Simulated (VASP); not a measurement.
Input of a VASP 6.6.1 run:

The input INCAR:

```
SYSTEM = NbAs
ALGO     = Normal         ! electronic algorithm
EDIFF    = 1E-6           ! SCF threshold, eV
ENCUT    = 500            ! plane-wave cutoff, eV
GGA      = PE             ! functional
GGA_COMPAT= .FALSE.      
ISIF     = 2              ! what is computed and relaxed
ISMEAR   = 0              ! smearing method
LASPH    = .TRUE.         ! aspherical terms in the spheres
LCHARG   = .FALSE.        ! write CHGCAR
LREAL    = .FALSE.        ! projectors in reciprocal space
LWAVE    = .FALSE.        ! write WAVECAR
NBANDS   = 16             ! bands
NELM     = 120            ! most SCF steps
PREC     = Accurate       ! precision mode
SIGMA    = 0.2            ! smearing width, eV
```

File KPOINTS:

```
k-points
0
G
  7 7 7
  0 0 0
```

POSCAR

```
NbAs
1.0
   -1.8651712803      1.8651712803      2.6362002682
    1.8651712803     -1.8651712803      2.6362002682
    1.8651712803      1.8651712803     -2.6362002682
Nb As
1 1
Direct
    0.0000000000      0.0000000000      0.0000000000
    0.5000000000      0.5000000000      0.0000000000
```

Potentials or basis: VASP PAW PBE potentials, release 64 (Nb_sv, As).

Run with:

```bash
$ cat potpaw_PBE.64/Nb_sv/POTCAR potpaw_PBE.64/As/POTCAR > POTCAR
$ mpirun -np 1 vasp_std > vasp.out
```

Question: Predict the pressure.

Answer: -0.1 GPa.

Question: What does it give for the band gap on the k mesh?

Answer: Zero (band 9 reaches 10.14 eV, above the bottom of band 10 at 8.58 eV).

Stress tensor (GPa, compression positive):
```
-0.12  0.00  0.00
 0.00 -0.12  0.00
 0.00  0.00  0.03
```
